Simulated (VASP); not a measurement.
# CuO (P-6m2) in VASP: further runs

CuO is run at these levels: PBE; tasks: single point, relaxation of cell and atoms.

All numbers are computed with VASP 6.6.1; they aren't measurements. Logs are shortened: lines on timing, memory, paths and dates and some standing lists are left out, and cuts for length are marked.

### 1 The cell of the first run

It takes space group P-6m2 (No. 187, hexagonal). The conventional cell has a = 2.890 Å, b = 2.890 Å, c = 2.696 Å, α = 90.00°, β = 90.00°, γ = 120.00°. Within 2.9 Å of Cu (site symmetry -6m2) lie 6 O at 2.14 Å and 8 Cu at 2.70 to 2.89 Å. Within 2.9 Å of O (site symmetry -6m2) lie 6 Cu at 2.14 Å and 8 O at 2.70 to 2.89 Å.

### 2 Single point, PBE, collinear spin, ferromagnetic start

The input, INCAR:

```
PREC     = Accurate       # precision mode
ENCUT    = 520            # plane-wave cutoff, eV
EDIFF    = 1E-6           # SCF threshold, eV
ISMEAR   = 0              # smearing method
SIGMA    = 0.1            # smearing width, eV
LREAL    = F              # projectors in reciprocal space
LASPH    = T              # aspherical terms in the spheres
NELM     = 150            # most SCF steps
ALGO     = Normal         # electronic algorithm
ISIF     = 2              # what is computed and relaxed
LWAVE    = F              # write WAVECAR
LCHARG   = F              # write CHGCAR
ISPIN    = 2              # spin polarisation
MAGMOM   = 0.48 0.42      # initial moments
LORBIT   = 11             # projections on sites
LMAXMIX  = 4              # l up to which the mixer works
GGA      = PE             # functional
NBANDS   = 20             # bands
```

The input, KPOINTS:

```
regular mesh
0
Gamma
  6 6 6
```

The input, POSCAR:

```
CuO
1.0
    2.8898066495      0.0000000000      0.0000000000
   -1.4449033248      2.5026459704      0.0000000000
    0.0000000000      0.0000000000      2.6955689027
Cu O
1 1
Direct
    0.0000000000      0.0000000000      0.0000000000
    0.6666666667      0.3333333333      0.5000000000
```

Potentials or basis: VASP PAW PBE potentials, release 64 (Cu, O).

Started as:

```sh
$ cat potpaw_PBE.64/Cu/POTCAR potpaw_PBE.64/O/POTCAR > POTCAR
$ mpirun -np 1 vasp_std > vasp.out
```

OUTCAR:

```text
PREC = Accurate
   ENCUT = 520
   EDIFF = 1E-6
   ISMEAR = 0
   LREAL = F
   LASPH = T
   NELM = 150
   ISIF = 2
   ISPIN = 2
   LORBIT = 11
   GGA = PE

 ion  position               nearest neighbor table
   1  0.000  0.000  0.000-   2 2.14   2 2.14   2 2.14   2 2.14   2 2.14   2 2.14
   2  0.667  0.333  0.500-   1 2.14   1 2.14   1 2.14   1 2.14   1 2.14   1 2.14

  LATTYP: Found a hexagonal cell.
 ALAT       =     2.8898066495
 C/A-ratio  =     0.9327852101

  Lattice vectors:

 A1 = (   2.8898066495,   0.0000000000,   0.0000000000)
 A2 = (  -1.4449033248,   2.5026459704,   0.0000000000)
 A3 = (   0.0000000000,   0.0000000000,   2.6955689027)

Analysis of symmetry for initial positions (statically):
=====================================================================
 Subroutine PRICEL returns:
 Original cell was already a primitive cell.

 Routine SETGRP: Setting up the symmetry group for a
 hexagonal supercell.

 Subroutine GETGRP returns: Found 12 space group operations
 (whereof 12 operations were pure point group operations)
 out of a pool of 24 trial point group operations.

The static configuration has the point symmetry D_3h.

Analysis of symmetry for dynamics (positions and initial velocities):
=====================================================================
 Subroutine PRICEL returns:
 Original cell was already a primitive cell.

 Routine SETGRP: Setting up the symmetry group for a
 hexagonal supercell.

 Subroutine GETGRP returns: Found 12 space group operations
 (whereof 12 operations were pure point group operations)
 out of a pool of 24 trial point group operations.

The dynamic configuration has the point symmetry D_3h.

Analysis of structural, dynamic, and magnetic symmetry:
=====================================================================
 Subroutine PRICEL returns:
 Original cell was already a primitive cell.

 Routine SETGRP: Setting up the symmetry group for a
 hexagonal supercell.

 Subroutine GETGRP returns: Found 12 space group operations
 (whereof 12 operations were pure point group operations)
 out of a pool of 24 trial point group operations.

The overall configuration has the point symmetry D_3h.

 Subroutine INISYM returns: Found 12 space group operations
 (whereof 12 operations are pure point group operations),
 and found     1 'primitive' translations

[... 115 lines left out ...]
  volume/ion in A,a.u.               =       9.75        65.78
  Fermi-wavevector in a.u.,A,eV,Ry     =   1.564053  2.955632 33.283431  2.446263
  Thomas-Fermi vector in A             =   2.666734
   LORBIT       =     11    0 simple, 1 ext, 2 COOP (PROOUT), +10 PAW based schemes
   GGA     = PE    functional components
   LHFCALC =     F    Hartree Fock is set to
   AEXX    =    0.0000 exact exchange contribution
   IVDW    =     0    specifies the selected vdW correction
   LEPSILON=     F    determine dielectric tensor
   LRPA    =     F    only Hartree local field effects (RPA)
 spin polarized calculation
 Gauss-broadening in eV      SIGMA  =   0.10
  energy-cutoff  :      520.00
  volume of cell :       19.49
 maximum number of plane-waves:       550
 NGX is ok and might be reduce to    24
   NGX = 11   NGY = 11   NGZ = 11

 number of electron      16.9999997 magnetization       0.7135047

 Free energy of the ion-electron system (eV)
  ---------------------------------------------------
  ext. energy  EPLUGINS =         0.00000000
  ---------------------------------------------------
  free energy    TOTEN  =        -9.17625086 eV

  energy without entropy =       -9.16830829  energy(sigma->0) =       -9.17227958

 E-fermi :   5.6934     XC(G=0): -12.2694

 val. band max:        5.6912865318   @ k =   0.3333   0.1667   0.0000
 cond. band min:       5.6999130154   @ k =   0.5000   0.0000   0.1667
 fundamental gap:      0.0086264836
 Fermi energy:         5.6933853809

 spin component 1

 k-point     1 :       0.0000    0.0000    0.0000
  band No.  band energies     occupation
      1     -13.7584      1.00000
      2       1.7357      1.00000
      3       1.7357      1.00000
      4       2.4213      1.00000
      5       3.1666      1.00000
      6       3.6447      1.00000
[... 541 lines left out ...]
     19      39.9211      0.00000
     20      41.6210      0.00000

 [... further k-points ...]

 spin component 2

 k-point     1 :       0.0000    0.0000    0.0000
  band No.  band energies     occupation
      1     -13.2904      1.00000
      2       2.1346      1.00000
      3       2.1346      1.00000
      4       2.6055      1.00000
      5       3.6852      1.00000
      6       4.2694      1.00000
[... 541 lines left out ...]
     19      39.9311      0.00000
     20      41.7199      0.00000

 [... further k-points ...]

------------------------ aborting loop because EDIFF is reached ----------------------------------------

  FORCE on cell =-STRESS in cart. coord.  units (eV):
  Direction    XX          YY          ZZ          XY          YZ          ZX
  --------------------------------------------------------------------------------------
  -------------------------------------------------------------------------------------
  Total        0.0185683      0.0185683     -0.0072275     -0.0000000     -0.0000000      0.0000000
  in kB        1.5260349      1.5260349     -0.5939945     -0.0000000     -0.0000000      0.0000000
  external PRESSURE =       0.8193584 kB  Pullay stress =       0.0000000 kB

 VOLUME and BASIS-vectors are now :
 -----------------------------------------------------------------------------
  energy-cutoff  :      520.00
  volume of cell :       19.49
      direct lattice vectors                 reciprocal lattice vectors
     2.889806650  0.000000000  0.000000000     0.346043913  0.199788546  0.000000000
    -1.444903325  2.502645970  0.000000000     0.000000000  0.399577092  0.000000000
     0.000000000  0.000000000  2.695568903     0.000000000  0.000000000  0.370979202

 POSITION                                       TOTAL-FORCE (eV/Angst)
 -----------------------------------------------------------------------------------
      0.00000      0.00000      0.00000         0.000000     -0.000000      0.000000
      1.44490      0.83422      1.34778        -0.000000      0.000000      0.000000
 -----------------------------------------------------------------------------------
    total drift:                                0.000000     -0.000000      0.000000

  FREE ENERGIE OF THE ION-ELECTRON SYSTEM (eV)
  ---------------------------------------------------
  free  energy   TOTEN  =        -9.1762508628 eV

  energy  without entropy=       -9.1683082897  energy(sigma->0) =       -9.17227958

 total charge

# of ion       s       p       d       tot
------------------------------------------
    1        0.303   0.323   9.142   9.768
    2        1.584   3.318   0.000   4.902
--------------------------------------------------
tot          1.887   3.641   9.142  14.670

 magnetization (x)

# of ion       s       p       d       tot
------------------------------------------
    1       -0.008  -0.003   0.394   0.383
    2        0.004   0.301   0.000   0.304
--------------------------------------------------
tot         -0.004   0.298   0.394   0.687
```

stdout:

```text
POSCAR found type information on POSCAR CuO
 POSCAR found :  2 types and       2 ions
 scaLAPACK will be used
 LDA part: xc-table for (Slater+PW92), standard interpolation
 POSCAR, INCAR and KPOINTS ok, starting setup
 FFT: planning ... GRIDC
 FFT: planning ... GRID_SOFT
 FFT: planning ... GRID
 WAVECAR not read
 entering main loop
```

It took 8.7 s on 1 thread of Intel Xeon 6975P-C (Granite Rapids), shared host; peak memory 0.14 GiB.

What came out:

```yaml
Free_energy: -9.1763 eV
Pressure: 0.1 GPa
Net_moment: 0.71 μB per cell
Site_moments: Cu +0.38; O +0.30 μB
Valence_electrons_inside_the_program's_atomic_spheres: Cu 9.77; O 4.90
```

Caveat: the k points lie up to 0.42 Å⁻¹ apart; a cell with one magnetic atom can't hold antiferromagnetic order, which such compounds often take; semilocal functionals often make such compounds metallic where correlation or magnetic order opens a gap, which also shifts bond lengths. With open d or f shells a metallic result of PBE can be an artefact of self-interaction; +U or a hybrid may open a gap.

### 3 Single point, PBE, collinear spin

This run uses another cell than the first one, of 10.21 Å³/atom.

The input, INCAR:

```
PREC = Accurate
ENCUT = 520
EDIFF = 1E-6
ISMEAR = 0
SIGMA = 0.1
LREAL = F
LASPH = T
NELM = 150
ALGO = Normal
ISIF = 2
LWAVE = F
LCHARG = F
ISPIN = 2
MAGMOM = 1 0
LORBIT = 11
LMAXMIX = 4
GGA = PE
NBANDS = 20
```

KPOINTS is that of step 2.

The input, POSCAR:

```
CuO
1.0
    2.8912169321      0.0000000000      0.0000000000
   -1.4456084661      2.5038673111      0.0000000000
    0.0000000000      0.0000000000      2.8199443722
Cu O
1 1
Direct
    0.0000000000      0.0000000000      0.0000000000
    0.6666666667      0.3333333333      0.5000000000
```

Potentials or basis: VASP PAW PBE potentials, release 64 (Cu, O).

Started as:

```sh
$ cat potpaw_PBE.64/Cu/POTCAR potpaw_PBE.64/O/POTCAR > POTCAR
$ mpirun -np 1 vasp_std > vasp.out
```

OUTCAR:

```text
PREC = Accurate
   ENCUT = 520
   EDIFF = 1E-6
   ISMEAR = 0
   LREAL = F
   LASPH = T
   NELM = 150
   ISIF = 2
   ISPIN = 2
   LORBIT = 11
   GGA = PE

 ion  position               nearest neighbor table
   1  0.000  0.000  0.000-   2 2.19   2 2.19   2 2.19   2 2.19   2 2.19   2 2.19
   2  0.667  0.333  0.500-   1 2.19   1 2.19   1 2.19   1 2.19   1 2.19   1 2.19

  LATTYP: Found a hexagonal cell.
 ALAT       =     2.8912169321
 C/A-ratio  =     0.9753485949

  Lattice vectors:
[... 1320 lines left out ...]
  in kB      -40.4349000    -40.4349000   -148.4103995      0.0000000      0.0000000      0.0000000
  external PRESSURE =     -76.4267331 kB  Pullay stress =       0.0000000 kB

 VOLUME and BASIS-vectors are now :
 -----------------------------------------------------------------------------
  energy-cutoff  :      520.00
  volume of cell :       20.41
      direct lattice vectors                 reciprocal lattice vectors
     2.891216932  0.000000000  0.000000000     0.345875119  0.199691093  0.000000000
    -1.445608466  2.503867311  0.000000000     0.000000000  0.399382186  0.000000000
     0.000000000  0.000000000  2.819944372     0.000000000  0.000000000  0.354616924

 POSITION                                       TOTAL-FORCE (eV/Angst)
 -----------------------------------------------------------------------------------
      0.00000      0.00000      0.00000        -0.000000      0.000000      0.000000
      1.44561      0.83462      1.40997         0.000000     -0.000000      0.000000
 -----------------------------------------------------------------------------------
    total drift:                                0.000000     -0.000000      0.000000

  FREE ENERGIE OF THE ION-ELECTRON SYSTEM (eV)
  ---------------------------------------------------
  free  energy   TOTEN  =        -9.1335760304 eV

  energy  without entropy=       -9.1265819044  energy(sigma->0) =       -9.13007897

 total charge

# of ion       s       p       d       tot
------------------------------------------
    1        0.290   0.290   9.133   9.713
    2        1.585   3.291   0.000   4.875
--------------------------------------------------
tot          1.875   3.581   9.133  14.588

 magnetization (x)

# of ion       s       p       d       tot
------------------------------------------
    1       -0.010  -0.004   0.431   0.417
    2        0.004   0.351   0.000   0.355
--------------------------------------------------
tot         -0.006   0.347   0.431   0.773
```

OSZICAR:

```text
N       E                     dE             d eps       ncg     rms          rms(c)
DAV:   1     0.985126121955E+02    0.98513E+02   -0.81911E+03  2600   0.133E+03
DAV:   2    -0.544305298581E+01   -0.10396E+03   -0.90592E+02  2308   0.266E+02
DAV:   3    -0.122301001033E+02   -0.67870E+01   -0.63322E+01  2476   0.639E+01
DAV:   4    -0.123041125984E+02   -0.74012E-01   -0.73818E-01  2580   0.660E+00
DAV:   5    -0.123048465507E+02   -0.73395E-03   -0.73391E-03  2516   0.681E-01    0.124E+01
DAV:   6    -0.118141748784E+02    0.49067E+00   -0.13799E+01  3260   0.957E+01    0.149E+01
DAV:   7    -0.913637819932E+01    0.26778E+01   -0.32664E+00  2916   0.706E+01    0.176E+00
DAV:   8    -0.914133698365E+01   -0.49588E-02   -0.28624E-01  2560   0.441E+00    0.977E-01
DAV:   9    -0.913137673260E+01    0.99603E-02   -0.10890E-02  3264   0.186E+00    0.414E-01
DAV:  10    -0.913333835125E+01   -0.19616E-02   -0.17004E-03  3164   0.109E+00    0.158E-01
DAV:  11    -0.913362556354E+01   -0.28721E-03   -0.66684E-04  3300   0.401E-01    0.843E-02
DAV:  12    -0.913357519138E+01    0.50372E-04   -0.72422E-05  3164   0.204E-01    0.345E-02
DAV:  13    -0.913357568804E+01   -0.49666E-06   -0.13990E-05  3144   0.628E-02    0.114E-02
DAV:  14    -0.913357603042E+01   -0.34238E-06   -0.14535E-06  2468   0.315E-02
   1 F= -.91335760E+01 E0= -.91300790E+01  d E =-.699413E-02  mag=     0.8016
```

Wall time 9.5 s (1 thread of Intel Xeon 6975P-C (Granite Rapids), shared host); peak memory 0.15 GiB.

Results:

```yaml
Free_energy: -9.1336 eV
Pressure: -7.6 GPa
Net_moment: 0.80 μB per cell
Site_moments: Cu +0.42; O +0.35 μB
Valence_electrons_inside_the_program's_atomic_spheres: Cu 9.71; O 4.88
```

Caveat: the k points lie up to 0.42 Å⁻¹ apart; a cell with one magnetic atom can't hold antiferromagnetic order, which such compounds often take; semilocal functionals often make such compounds metallic where correlation or magnetic order opens a gap, which also shifts bond lengths. With open d or f shells a metallic result of PBE can be an artefact of self-interaction; +U or a hybrid may open a gap.

### 4 Relaxation of cell and atoms, PBE, collinear spin, ferromagnetic start

This run uses another cell than the first one, of 10.21 Å³/atom.

The input, INCAR:

```
SYSTEM = CuO
PREC     = Accurate       ! precision mode
ENCUT    = 600            ! plane-wave cutoff, eV
EDIFF    = 1E-7           ! SCF threshold, eV
ISMEAR   = 0              ! smearing method
SIGMA    = 0.1            ! smearing width, eV
LREAL    = .False.        ! projectors in reciprocal space
LASPH    = .True.         ! aspherical terms in the spheres
NELM     = 150            ! most SCF steps
ALGO     = Normal         ! electronic algorithm
ISIF     = 3              ! what is computed and relaxed
LWAVE    = .False.        ! write WAVECAR
LCHARG   = .False.        ! write CHGCAR
ISPIN    = 2              ! spin polarisation
MAGMOM   = 0.48 0.42      ! initial moments
LORBIT   = 11             ! projections on sites
LMAXMIX  = 4              ! l up to which the mixer works
GGA      = PE             ! functional
IBRION   = 2              ! ionic algorithm
NSW      = 90             ! ionic steps
EDIFFG   = -0.04          ! ionic threshold
```

The input, KPOINTS:

```
regular mesh
0
Gamma
  6 6 6
  0 0 0
```

POSCAR is that of step 3.

Started as:

```sh
$ cat potpaw_PBE.64/Cu/POTCAR potpaw_PBE.64/O/POTCAR > POTCAR
$ mpirun -np 1 vasp_std > vasp.out
```

Run time: 29 s. Hardware: 1 thread of Intel Xeon 6975P-C (Granite Rapids), shared host; peak memory 0.16 GiB.

It converged, with:

```yaml
Free_energy: -9.1805 eV
Relaxed_volume: 9.74 Å³/atom
Relaxed_cell: a = 2.890 Å, b = 2.890 Å, c = 2.694 Å, α = 90.00°, β = 90.00°, γ = 120.00°
Space_group_after_relaxing_to_0.1_Å: P-6m2 (No. 187)
Energy_gained_by_relaxing: 22.5 meV/atom
Ionic_steps: 5
Pressure_after_relaxing: 0.1 GPa
Net_moment: 0.71 μB per cell
Site_moments: Cu +0.38; O +0.30 μB
Valence_electrons_inside_the_program's_atomic_spheres: Cu 9.77; O 4.90
```

Step by step:
```tsv
step	energy change (eV)	largest force (eV/Å)	pressure (GPa)	volume (Å³)
1	0.0000	0.0000	-7.77	20.41
2	-0.0379	0.0000	4.23	18.98
3	-0.0414	0.0000	1.19	19.28
4	-0.0445	0.0000	0.44	19.41
5	-0.0450	0.0000	0.05	19.48
```

Final structure:
```xyz
2
Lattice="2.8896 0.0000 0.0000 -1.4448 2.5025 0.0000 0.0000 0.0000 2.6937" Properties=species:S:1:pos:R:3 pbc="T T T"
Cu    0.0000    0.0000    2.6937
O     1.4448    0.8342    1.3468
```

Levels at points of the mesh, in eV from the Fermi level:
Spin up:
| k point | band 6 | band 7 | band 8 | band 9 | band 10 | band 11 | band 12 |
| --- | --- | --- | --- | --- | --- | --- | --- |
| (0.00, 0.00, 0.00) | -2.05 | -2.05 | -0.42 | -0.42 | 0.94 | 15.48 | 15.77 |
| (0.50, 0.00, 0.00) | -2.14 | -1.57 | -1.47 | -0.04 | 5.93 | 8.46 | 15.42 |
| (0.00, 0.00, 0.50) | -2.38 | -1.48 | -0.57 | -0.57 | 7.18 | 7.19 | 20.35 |
| (0.50, 0.00, 0.50) | -1.67 | -1.51 | -1.49 | 0.18 | 5.20 | 10.96 | 11.55 |
Spin down:
```
           k point  band 4  band 5  band 6  band 7  band 8  band 9  band 10  band 11  band 12
(0.00, 0.00, 0.00)   -3.09   -2.01   -1.43   -1.43    0.08    0.08     1.10    15.52    15.83
(0.50, 0.00, 0.00)   -2.85   -2.84   -1.52   -1.24   -1.10    0.60     6.02     8.80    15.48
(0.00, 0.00, 0.50)   -3.08   -2.05   -2.05   -1.22    0.06    0.06     7.29     7.47    20.41
(0.50, 0.00, 0.50)   -4.11   -1.66   -1.32   -1.22   -0.89    0.85     5.26    11.08    11.76
```

Caveat: the k points lie up to 0.42 Å⁻¹ apart in the final cell; a cell with one magnetic atom can't hold antiferromagnetic order, which such compounds often take; semilocal functionals often make such compounds metallic where correlation or magnetic order opens a gap, which also shifts bond lengths. With open d or f shells a metallic result of PBE can be an artefact of self-interaction; +U or a hybrid may open a gap.

### 5 The runs side by side

| task | spin | cell | cutoff (eV) | gap on the mesh (eV) | pressure (GPa) | moment (μB) |
| --- | --- | --- | --- | --- | --- | --- |
| single point | collinear, ferromagnetic start | a = 2.890, b = 2.890, c = 2.696 Å, angles 90.0, 90.0, 120.0°, 2 atoms | 520 | none | 0.1 | 0.71 |
| single point | collinear | a = 2.891, b = 2.891, c = 2.820 Å, angles 90.0, 90.0, 120.0°, 2 atoms | 520 | none | -7.6 | 0.80 |
| relaxation of cell and atoms | collinear, ferromagnetic start | relaxed from a = 2.891, b = 2.891, c = 2.820 Å, angles 90.0, 90.0, 120.0°, 2 atoms | 600 | none | 0.1 | 0.71 |

Alike in all rows: level PBE; potentials or basis VASP PAW PBE potentials, release 64 (Cu, O); k mesh 6 × 6 × 6; smearing gaussian 0.1 eV.

Caveats: all runs use coarse meshes; a cell with one magnetic atom can't hold antiferromagnetic order, which such compounds often take; semilocal functionals often make such compounds metallic where correlation or magnetic order opens a gap, which also shifts bond lengths.

Absolute energies hang on the potentials; compare differences alone.
